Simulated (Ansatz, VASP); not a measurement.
# Y in VASP and in Ansatz

File POSCAR:

```
Y
1.0
    0.0000000000      2.5514438835      2.5514438835
    2.5514438835      0.0000000000      2.5514438835
    2.5514438835      2.5514438835      0.0000000000
Y
1
Direct
    0.0000000000      0.0000000000      0.0000000000
```

The input INCAR.step1:

```
ALGO = Normal ; EDIFF = 1E-4
ENCUT = 520 ; GGA = PE
ISMEAR = 0 ; LASPH = T
LCHARG = F ; LREAL = F
LWAVE = T ; NBANDS = 12
NELM = 60 ; PREC = Accurate
SIGMA = 0.05
```

Contents of INCAR.step2:

```
ALGO = Normal ; EDIFF = 1E-6
ENCUT = 520 ; ISIF = 2
ISMEAR = 0 ; ISTART = 1
LASPH = T ; LCHARG = F
LMIXTAU = T ; LREAL = F
LWAVE = F ; METAGGA = R2SCAN
NBANDS = 12 ; NELM = 60
PREC = Accurate ; SIGMA = 0.05
```

Contents of KPOINTS:

```
k-points
0
Gamma
  14 14 14
```

Input for Ansatz:

```yaml
crystal:
  lattice:
    - [0.0, 2.5514438835, 2.5514438835]
    - [2.5514438835, 0.0, 2.5514438835]
    - [2.5514438835, 2.5514438835, 0.0]
  atoms:
    - { symbol: "Y", position: [0.0, 0.0, 0.0] }
basis:
  ecutwfc: 500
  ecutrho_ratio: 4
kpoints:
  mp_grid: { grid: [14, 14, 14] }
  band_path:
    path:
      - [[0.0, 0.0, 0.0], [0.5, 0.0, 0.5], [0.625, 0.25, 0.625]]
      - [[0.375, 0.375, 0.75], [0.0, 0.0, 0.0], [0.5, 0.5, 0.5], [0.5, 0.25, 0.75], [0.5, 0.0, 0.5]]
    npoints: 14
hamiltonian:
  xc: r2scan
scf:
  occupations: { method: gaussian, width: 0.05 }
output:
  forces: true
  stress: true
  eigenvalues: true
  populations: true
  dos: { projected: true, de: 0.02, nscf_kmesh: { grid: [21, 21, 21] } }
  bader: true
```

Alike in both runs: task single point; functional r2SCAN; k mesh 14 × 14 × 14; occupations gaussian, width 0.05 eV; no spin polarisation.

```csv
,VASP,Ansatz
version,VASP 6.6.1,Ansatz 0.2.0
potentials or method,"VASP PAW PBE potentials, release 64 (Y_sv), cutoff 520 eV","scalar-relativistic, plane waves, PAW"
valence electrons in the cell,11,11
```

|  | VASP | Ansatz | Ansatz less VASP |
| --- | --- | --- | --- |
| pressure (GPa) | 0.1 | 0.0 | -0.10 |

VASP's potentials were made for PBE, not for r2SCAN. With one functional, cell and mesh, what is left measures potentials, basis and numerics.
